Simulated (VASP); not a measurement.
**SiO2: single point with r2SCAN**

SiO2:

```xyz
6
Lattice="4.1865 0.0000 0.0000 0.0000 4.1865 0.0000 0.0000 0.0000 2.6684" Properties=species:S:1:pos:R:3 pbc="T T T"
Si    0.0000    0.0000    0.0000
Si    2.0932    2.0932    1.3342
O     1.2807    1.2807    0.0000
O     0.8126    3.3739    1.3342
O     2.9058    2.9058    0.0000
O     3.3739    0.8126    1.3342
```

* Program: VASP 6.6.1
* Task: single point
* Functional: r2SCAN
* Potentials or basis: VASP PAW PBE potentials, release 64 (Si, O)
* Cutoff: 520 eV
* k mesh: 4 × 4 × 6
* Occupations: gaussian, width 0.1 eV
* Spin: no spin polarisation
* Dipole correction: no
* Further INCAR settings: ALGO = Normal; EDIFF = 1e-06; NBANDS = 25

| Item | Value |
| --- | --- |
| Pressure | 0.1 GPa |
| Largest force | 0.025 eV/Å |
| Band gap on the k mesh | 6.49 eV |

Forces on the atoms (eV/Å):
```
Si   0.000  0.000  0.000
Si   0.000  0.000  0.000
O    0.018  0.018  0.000
O   -0.018  0.018  0.000
O   -0.018 -0.018  0.000
O    0.018 -0.018  0.000
```

Stress tensor (GPa, compression positive):
```
-0.29  0.00  0.00
 0.00 -0.29  0.00
 0.00  0.00  1.00
```

Levels at points of the mesh, in eV from the valence-band top:
```tsv
k point	band 13	band 14	band 15	band 16	band 17	band 18	band 19	band 20
(0.00, 0.00, 0.00)	-2.51	-0.89	-0.89	0.00	6.49	7.65	9.47	9.47
(0.50, 0.00, 0.00)	-2.71	-2.71	-1.08	-1.08	8.70	8.70	10.05	10.05
(0.50, 0.50, 0.00)	-2.69	-2.69	-2.32	-2.32	8.40	8.40	11.05	11.05
(0.00, 0.00, 0.50)	-3.10	-3.10	-2.71	-2.71	10.12	10.12	13.73	13.73
(0.50, 0.00, 0.50)	-2.31	-2.31	-1.80	-1.80	9.79	9.79	10.87	10.87
(0.50, 0.50, 0.50)	-1.78	-1.78	-1.60	-1.60	8.13	8.13	12.00	12.00
```

Run time: 2.1 min on 1 thread of Intel Xeon 8259CL, on a shared host, peak memory 0.16 GiB.

Caveat: the PAW data sets were made with another functional, which shifts forces and pressure a little. r2SCAN opens gaps a little over a GGA but as a rule still falls short of measured ones.
